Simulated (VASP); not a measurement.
# SiBiS (Cmcm) in VASP: a series of runs

Runs on SiBiS. Level: PBE. Tasks: single point.

Program: VASP 6.6.1. These are calculated values, not measurements. Logs are shortened: lines on timing, memory, paths and dates and some standing lists are left out, and cuts for length are marked.

### 1 The cell of the first run

Symmetry: Cmcm, No. 63, orthorhombic system. Conventional cell: a = 4.204 Å, b = 10.978 Å, c = 6.011 Å, α = 90.00°, β = 90.00°, γ = 90.00°. Si (site symmetry 2/m) has 4 S at 2.83 Å and 2 Si at 3.01 Å and 6 Bi at 3.32 to 3.73 Å within 3.8 Å. Bi (site symmetry m2m) has 5 S at 3.09 to 3.22 Å and 6 Si at 3.32 to 3.73 Å and 6 Bi at 3.90 to 4.20 Å within 4.3 Å. S (site symmetry m2m) has 4 Si at 2.83 Å and 5 Bi at 3.09 to 3.22 Å and 2 S at 3.78 Å within 3.8 Å.

The cell was built from a structure type or drawn by symmetry, and may not be a known phase.

### 2 Single point, PBE

The input, INCAR:

```
SYSTEM = SiBiS
  PREC = Accurate
  ENCUT = 520
  EDIFF = 1E-7
  ISMEAR = 0
  SIGMA = 0.1
  LREAL = .False.
  LASPH = .True.
  NELM = 100
  ALGO = Normal
  ISIF = 2
  LWAVE = .False.
  LCHARG = .False.
  GGA = PE
  NBANDS = 34
```

The input, KPOINTS:

```
regular mesh
0
Gamma
  4 4 4
  0 0 0
```

The input, POSCAR:

```
SiBiS
1.0
    2.1020627600     -5.4889501700      0.0000000000
    2.1020627600      5.4889501700      0.0000000000
    0.0000000000      0.0000000000      6.0108524600
Si Bi S
2 2 2
Direct
    0.0000000000      0.0000000000      0.0000000000
    0.0000000000      0.0000000000      0.5000000000
    0.6893123400      0.3106876600      0.7500000000
    0.3106876600      0.6893123400      0.2500000000
    0.3955846300      0.6044153700      0.7500000000
    0.6044153700      0.3955846300      0.2500000000
```

Potentials or basis: VASP PAW PBE potentials, release 64 (Si, Bi_d, S).

Run with:

```console
cat potpaw_PBE.64/Si/POTCAR potpaw_PBE.64/Bi_d/POTCAR potpaw_PBE.64/S/POTCAR > POTCAR
mpirun -np 1 vasp_std > vasp.out
```

OUTCAR:

```text
SYSTEM = SiBiS
   PREC = Accurate
   ENCUT = 520
   EDIFF = 1E-7
   ISMEAR = 0
   LREAL = .False.
   LASPH = .True.
   NELM = 100
   ISIF = 2
   GGA = PE

 ion  position               nearest neighbor table
   1  0.000  0.000  0.000-   6 2.83   5 2.83   6 2.83   5 2.83   2 3.01   2 3.01   3 3.32   4 3.32
                             4 3.32   3 3.32
   2  0.000  0.000  0.500-   6 2.83   5 2.83   6 2.83   5 2.83   1 3.01   1 3.01   3 3.32   4 3.32
                             4 3.32   3 3.32
   3  0.689  0.311  0.750-   5 3.09   5 3.09   6 3.15   6 3.15   5 3.22   1 3.32   2 3.32   1 3.32
                             2 3.32   4 3.90   4 3.90   4 3.90   4 3.90
   4  0.311  0.689  0.250-   6 3.09   6 3.09   5 3.15   5 3.15   6 3.22   2 3.32   1 3.32   2 3.32
                             1 3.32   3 3.90   3 3.90   3 3.90   3 3.90
   5  0.396  0.604  0.750-   1 2.83   2 2.83   1 2.83   2 2.83   3 3.09   3 3.09   4 3.15   4 3.15
                             3 3.22
   6  0.604  0.396  0.250-   1 2.83   2 2.83   1 2.83   2 2.83   4 3.09   4 3.09   3 3.15   3 3.15
                             4 3.22

  LATTYP: Found a base centered orthorhombic cell.
 ALAT       =     4.2041255200
 B/A-ratio  =     2.6112208800
 C/A-ratio  =     1.4297509509

  Lattice vectors:

 A1 = (   2.1020627600,  -5.4889501700,   0.0000000000)
 A2 = (   2.1020627600,   5.4889501700,   0.0000000000)
 A3 = (   0.0000000000,   0.0000000000,   6.0108524600)

Analysis of symmetry for initial positions (statically):
=====================================================================
 Subroutine PRICEL returns:
 Original cell was already a primitive cell.

 Routine SETGRP: Setting up the symmetry group for a
 base centered orthorhombic supercell.

 Subroutine GETGRP returns: Found  8 space group operations
 (whereof  4 operations were pure point group operations)
 out of a pool of  8 trial point group operations.

The static configuration has the point symmetry C_2h.
 The point group associated with its full space group is D_2h.

Analysis of symmetry for dynamics (positions and initial velocities):
=====================================================================
 Subroutine PRICEL returns:
 Original cell was already a primitive cell.

 Routine SETGRP: Setting up the symmetry group for a
 base centered orthorhombic supercell.

 Subroutine GETGRP returns: Found  8 space group operations
 (whereof  4 operations were pure point group operations)
 out of a pool of  8 trial point group operations.

The dynamic configuration has the point symmetry C_2h.
 The point group associated with its full space group is D_2h.

 Subroutine INISYM returns: Found  8 space group operations
 (whereof  4 operations are pure point group operations),
 and found     1 'primitive' translations

----------------------------------------------------------------------------------------

                                     Primitive cell

  volume of cell :     138.7078

  direct lattice vectors                    reciprocal lattice vectors
     2.102062760 -5.488950170  0.000000000     0.237861595 -0.091092100  0.000000000
     2.102062760  5.488950170  0.000000000     0.237861595  0.091092100  0.000000000
     0.000000000  0.000000000  6.010852460     0.000000000  0.000000000  0.166365754

  length of vectors
     5.877690177  5.877690177  6.010852460     0.254707497  0.254707497  0.166365754

  position of ions in fractional coordinates (direct lattice)
     0.000000000  0.000000000  0.000000000
     0.000000000  0.000000000  0.500000000
     0.689312340  0.310687660  0.750000000
     0.310687660  0.689312340  0.250000000
     0.395584630  0.604415370  0.750000000
     0.604415370  0.395584630  0.250000000

  ion indices of the primitive-cell ions
   primitive index   ion index
                 1           1
                 2           2
                 3           3
                 4           4
                 5           5
                 6           6

----------------------------------------------------------------------------------------

 KPOINTS: regular mesh

Automatic generation of k-mesh.
 Grid dimensions read from file:
 generate k-points for:    4    4    4

 Generating k-lattice:

  Cartesian coordinates                     Fractional coordinates (reciprocal lattice)
     0.059465399 -0.022773025  0.000000000     0.250000000  0.000000000  0.000000000
     0.059465399  0.022773025  0.000000000     0.000000000  0.250000000  0.000000000
     0.000000000  0.000000000  0.041591438     0.000000000  0.000000000  0.250000000

  Length of vectors
     0.063676874  0.063676874  0.041591438

  Shift w.r.t. Gamma in fractional coordinates (k-lattice)
     0.000000000  0.000000000  0.000000000

 Subroutine IBZKPT returns following result:
 ===========================================

 Found     21 irreducible k-points:

 Following reciprocal coordinates:
            Coordinates               Weight
  0.000000  0.000000  0.000000      1.000000
  0.250000  0.000000  0.000000      4.000000
  0.500000  0.000000  0.000000      2.000000
  0.250000  0.250000  0.000000      2.000000
  0.500000  0.250000  0.000000      4.000000
 -0.250000  0.250000  0.000000      2.000000
[... 13 lines left out ...]
 -0.250000  0.250000  0.500000      2.000000
  0.500000  0.500000  0.500000      1.000000
   k-points           NKPTS =     21   k-points in BZ     NKDIM =     21   number of bands    NBANDS=     34
   number of dos      NEDOS =    301   number of ions     NIONS =      6
   total plane-waves  NPLWV = 110592
   dimension x,y,z NGX =    48 NGY =   48 NGZ =   48
   dimension x,y,z NGXF=    96 NGYF=   96 NGZF=   96
   ions per type =               2   2   2
   NGX,Y,Z   is equivalent  to a cutoff of  13.58, 13.58, 13.28 a.u.
   NGXF,Y,Z  is equivalent  to a cutoff of  27.15, 27.15, 26.55 a.u.
 SYSTEM =  SiBiS
   PREC   = accura    normal or accurate (medium, high low for compatibility)
   ISTART =      0    job   : 0-new  1-cont  2-samecut
   ICHARG =      2    charge: 1-file 2-atom 10-const
   ISPIN  =      1    spin polarized calculation?
   LNONCOLLINEAR =      F non collinear calculations
   LSORBIT =      F    spin-orbit coupling
   LASPH  =      T    aspherical Exc in radial PAW
   ENCUT  =  520.0 eV  38.22 Ry    6.18 a.u.  10.93 10.93 11.18*2*pi/ulx,y,z
   NELM   =    100;   NELMIN=  2; NELMDL= -5     # of ELM steps
   EDIFF  = 0.1E-06   stopping-criterion for ELM
   LREAL  =      F    real-space projection
   EDIFFG = 0.1E-05   stopping-criterion for IOM
   NSW    =      0    number of steps for IOM
   IBRION =     -1    ionic relax: 0-MD 1-quasi-New 2-CG
   NFREE  =      0    steps in history (QN), initial steepest desc. (CG)
   ISIF   =      2    stress and relaxation
   ISYM   =      2    0-nonsym 1-usesym 2-fastsym
   POTIM  = 0.5000    time-step for ionic-motion
   TEBEG  =    0.0;   TEEND  =   0.0 temperature during run
   PSTRESS=    0.0 pullay stress
   NELECT =      50.0000    total number of electrons
   NUPDOWN=      -1.0000    fix difference up-down
   EMIN   =  10.00;   EMAX   =-10.00  energy-range for DOS
   EFERMI =   0.00;   METHOD = LEGACY
   ISMEAR =     0;   SIGMA  =   0.10  broadening in eV -4-tet -1-fermi 0-gaus
   EFERMI_NEDOS =   21; number of points for ismear=-14 and -15
   IALGO  =     38    algorithm
   IMIX   =      4    mixing-type and parameters
     AMIX     =   0.40;   BMIX     =  1.00
     AMIX_MAG =   1.60;   BMIX_MAG =  1.00
  volume/ion in A,a.u.               =      23.12       156.01
  Fermi-wavevector in a.u.,A,eV,Ry     =   1.165103  2.201726 18.469447  1.357466
  Thomas-Fermi vector in A             =   2.301633
   LORBIT       =      0    0 simple, 1 ext, 2 COOP (PROOUT), +10 PAW based schemes
   GGA     = PE    functional components
   LHFCALC =     F    Hartree Fock is set to
   AEXX    =    0.0000 exact exchange contribution
   IVDW    =     0    specifies the selected vdW correction
   LEPSILON=     F    determine dielectric tensor
   LRPA    =     F    only Hartree local field effects (RPA)
 non-spin polarized calculation
 Gauss-broadening in eV      SIGMA  =   0.10
  energy-cutoff  :      520.00
  volume of cell :      138.71
 maximum number of plane-waves:      3762
 NGX is ok and might be reduce to    48
   NGX = 21   NGY = 21   NGZ = 23

 number of electron      50.0000006 magnetization

 Free energy of the ion-electron system (eV)
  ---------------------------------------------------
  ext. energy  EPLUGINS =         0.00000000
  ---------------------------------------------------
  free energy    TOTEN  =       -23.91819435 eV

  energy without entropy =      -23.89114797  energy(sigma->0) =      -23.90467116

 E-fermi :   7.3587     XC(G=0): -10.1852

 val. band max:        7.3555062548   @ k =   0.2500   0.2500   0.0000
 cond. band min:       7.3844213591   @ k =   0.5000   0.2500   0.0000
 fundamental gap:      0.0289151043
 Fermi energy:         7.3587200469

 k-point     1 :       0.0000    0.0000    0.0000
  band No.  band energies     occupation
      1     -16.1573      2.00000
      2     -16.1561      2.00000
      3     -16.1534      2.00000
      4     -16.1484      2.00000
      5     -16.1135      2.00000
      6     -16.0946      2.00000
[... 26 lines left out ...]
     33      12.2822      0.00000
     34      12.9090      0.00000

 k-point     2 :       0.2500    0.0000    0.0000
  band No.  band energies     occupation
      1     -16.1578      2.00000
      2     -16.1566      2.00000
      3     -16.1540      2.00000
      4     -16.1532      2.00000
      5     -16.1063      2.00000
      6     -16.0973      2.00000
[... 26 lines left out ...]
     33      11.4459      0.00000
     34      12.8226      0.00000

 k-point     3 :       0.5000    0.0000    0.0000
  band No.  band energies     occupation
      1     -16.1586      2.00000
      2     -16.1572      2.00000
      3     -16.1569      2.00000
      4     -16.1549      2.00000
      5     -16.0994      2.00000
      6     -16.0994      2.00000
[... 26 lines left out ...]
     33      11.4181      0.00000
     34      12.1750      0.00000

 k-point     4 :       0.2500    0.2500    0.0000
  band No.  band energies     occupation
      1     -16.1586      2.00000
      2     -16.1569      2.00000
      3     -16.1568      2.00000
      4     -16.1551      2.00000
      5     -16.1000      2.00000
      6     -16.0987      2.00000
[... 26 lines left out ...]
     33      11.2330      0.00000
     34      12.1677      0.00000

 k-point     5 :       0.5000    0.2500    0.0000
  band No.  band energies     occupation
      1     -16.1567      2.00000
      2     -16.1552      2.00000
      3     -16.1545      2.00000
      4     -16.1538      2.00000
      5     -16.1066      2.00000
      6     -16.0978      2.00000
[... 510 lines left out ...]
 k-point    19 :       0.5000    0.2500    0.5000
  band No.  band energies     occupation
      1     -16.1619      2.00000
      2     -16.1619      2.00000
      3     -16.1447      2.00000
      4     -16.1447      2.00000
      5     -16.1039      2.00000
      6     -16.1039      2.00000
[... 26 lines left out ...]
     33      10.8111      0.00000
     34      10.8111      0.00000

 k-point    20 :      -0.2500    0.2500    0.5000
  band No.  band energies     occupation
      1     -16.1662      2.00000
      2     -16.1662      2.00000
      3     -16.1400      2.00000
      4     -16.1400      2.00000
      5     -16.1039      2.00000
      6     -16.1039      2.00000
[... 26 lines left out ...]
     33      10.5669      0.00000
     34      10.5669      0.00000

 k-point    21 :       0.5000    0.5000    0.5000
  band No.  band energies     occupation
      1     -16.1652      2.00000
      2     -16.1652      2.00000
      3     -16.1404      2.00000
      4     -16.1404      2.00000
      5     -16.1036      2.00000
      6     -16.1036      2.00000
[... 26 lines left out ...]
     33      10.2345      0.00000
     34      10.2345      0.00000

------------------------ aborting loop because EDIFF is reached ----------------------------------------

  FORCE on cell =-STRESS in cart. coord.  units (eV):
  Direction    XX          YY          ZZ          XY          YZ          ZX
  --------------------------------------------------------------------------------------
  -------------------------------------------------------------------------------------
  Total       -4.4356100     -2.4661687     -1.2476044      0.0000000      0.0000000      0.0000000
  in kB      -51.2345482    -28.4860566    -14.4107453      0.0000000      0.0000000      0.0000000
  external PRESSURE =     -31.3771167 kB  Pullay stress =       0.0000000 kB

 VOLUME and BASIS-vectors are now :
 -----------------------------------------------------------------------------
  energy-cutoff  :      520.00
  volume of cell :      138.71
      direct lattice vectors                 reciprocal lattice vectors
     2.102062760 -5.488950170  0.000000000     0.237861595 -0.091092100  0.000000000
     2.102062760  5.488950170  0.000000000     0.237861595  0.091092100  0.000000000
     0.000000000  0.000000000  6.010852460     0.000000000  0.000000000  0.166365754

 POSITION                                       TOTAL-FORCE (eV/Angst)
 -----------------------------------------------------------------------------------
      0.00000      0.00000      0.00000         0.000000      0.000000      0.000000
      0.00000      0.00000      3.00543        -0.000000      0.000000      0.000000
      2.10206     -2.07825      4.50814         0.000000      0.381442     -0.000000
      2.10206      2.07825      1.50271         0.000000     -0.381442     -0.000000
      2.10206      1.14626      4.50814         0.000000     -0.095915      0.000000
      2.10206     -1.14626      1.50271         0.000000      0.095915      0.000000
 -----------------------------------------------------------------------------------
    total drift:                                0.000000      0.000000     -0.000000

  FREE ENERGIE OF THE ION-ELECTRON SYSTEM (eV)
  ---------------------------------------------------
  free  energy   TOTEN  =       -23.9181943475 eV

  energy  without entropy=      -23.8911479710  energy(sigma->0) =      -23.90467116
```

Run time: 66 s. Hardware: 1 thread of Intel Xeon Platinum 8559C (Emerald Rapids), shared host; peak memory 0.36 GiB.

What came out:

```
Free energy            : -23.9182 eV
Pressure               : -3.1 GPa
Largest force          : 0.381 eV/Å
Band gap on the k mesh : zero (bands 25 and 26 overlap by 1.28 eV)
```

Forces in eV/Å, atoms in the order of the input:
```
Si   0.000  0.000  0.000
Si   0.000  0.000  0.000
Bi   0.000  0.381  0.000
Bi   0.000 -0.381  0.000
S    0.000 -0.096  0.000
S    0.000  0.096  0.000
```

Stress tensor (GPa, compression positive):
```
-5.12  0.00  0.00
 0.00 -2.85  0.00
 0.00  0.00 -1.44
```

Caveat: the k points lie up to 0.40 Å⁻¹ apart, too coarse for converged energies and pressures of a metal; spin-orbit coupling is left out, which moves the levels of the heavy elements.

### 3 Single point, PBE

This run uses another cell than the first one, of 21.98 Å³/atom.

The input, INCAR:

```
SYSTEM = SiBiS
PREC     = Accurate       ! precision mode
ENCUT    = 520            ! plane-wave cutoff, eV
EDIFF    = 1E-7           ! SCF threshold, eV
ISMEAR   = 0              ! smearing method
SIGMA    = 0.1            ! smearing width, eV
LREAL    = .False.        ! projectors in reciprocal space
LASPH    = .True.         ! aspherical terms in the spheres
NELM     = 60             ! most SCF steps
ALGO     = Normal         ! electronic algorithm
ISIF     = 2              ! what is computed and relaxed
LWAVE    = .False.        ! write WAVECAR
LCHARG   = .False.        ! write CHGCAR
GGA      = PE             ! functional
NBANDS   = 34             ! bands
```

The input, KPOINTS:

```
Automatic mesh
0
Gamma
  10 10 6
  0 0 0
```

The input, POSCAR:

```
SiBiS
1.0
    1.7124284694     -5.6974670134      0.0000000000
    1.7124284694      5.6974670134      0.0000000000
    0.0000000000      0.0000000000      6.7574540364
Si Bi S
2 2 2
Direct
    0.0000000000      0.0000000000      0.0000000000
    0.0000000000      0.0000000000      0.5000000000
    0.6855146516      0.3144853484      0.7500000000
    0.3144853484      0.6855146516      0.2500000000
    0.4157857342      0.5842142658      0.7500000000
    0.5842142658      0.4157857342      0.2500000000
```

Potentials or basis: VASP PAW PBE potentials, release 64 (Si, Bi_d, S).

Run with:

```console
cat potpaw_PBE.64/Si/POTCAR potpaw_PBE.64/Bi_d/POTCAR potpaw_PBE.64/S/POTCAR > POTCAR
mpirun -np 1 vasp_std > vasp.out
```

Run time: 5.4 min. Hardware: 1 thread of Intel Xeon Platinum 8559C (Emerald Rapids), shared host; peak memory 0.66 GiB.

It converged, with:

- Free energy: -25.0360 eV
- Pressure: -0.1 GPa
- Band gap on the k mesh: zero (bands 25 and 26 overlap by 2.13 eV)

Forces on the atoms (eV/Å):
```
Si   0.000  0.000  0.000
Si   0.000  0.000  0.000
Bi   0.000  0.002  0.000
Bi   0.000 -0.002  0.000
S    0.000 -0.002  0.000
S    0.000  0.002  0.000
```

Levels at points of the mesh, in eV from the Fermi level:
| k point | band 21 | band 22 | band 23 | band 24 | band 25 | band 26 | band 27 | band 28 | band 29 | band 30 |
| --- | --- | --- | --- | --- | --- | --- | --- | --- | --- | --- |
| (0.00, 0.00, 0.00) | -2.26 | -2.19 | -1.38 | 0.23 | 0.43 | 1.81 | 1.97 | 2.00 | 2.38 | 2.57 |
| (0.50, 0.00, 0.00) | -3.55 | -3.29 | -2.28 | -1.29 | -0.79 | -0.03 | -0.02 | 1.36 | 2.19 | 2.25 |
| (0.50, 0.50, 0.00) | -2.39 | -2.38 | -2.27 | 0.05 | 0.75 | 1.49 | 1.74 | 1.98 | 2.69 | 3.20 |
| (0.00, 0.00, 0.50) | -2.51 | -2.51 | -0.26 | -0.26 | 1.26 | 1.26 | 1.91 | 1.91 | 2.11 | 2.11 |
| (0.50, 0.00, 0.50) | -3.29 | -3.29 | -2.25 | -2.25 | -0.51 | -0.51 | -0.09 | -0.09 | 1.94 | 1.94 |
| (0.50, 0.50, 0.50) | -2.93 | -2.93 | -1.82 | -1.82 | 0.45 | 0.45 | 2.73 | 2.73 | 3.43 | 3.43 |

Caveat: spin-orbit coupling is left out, which moves the levels of the heavy elements.
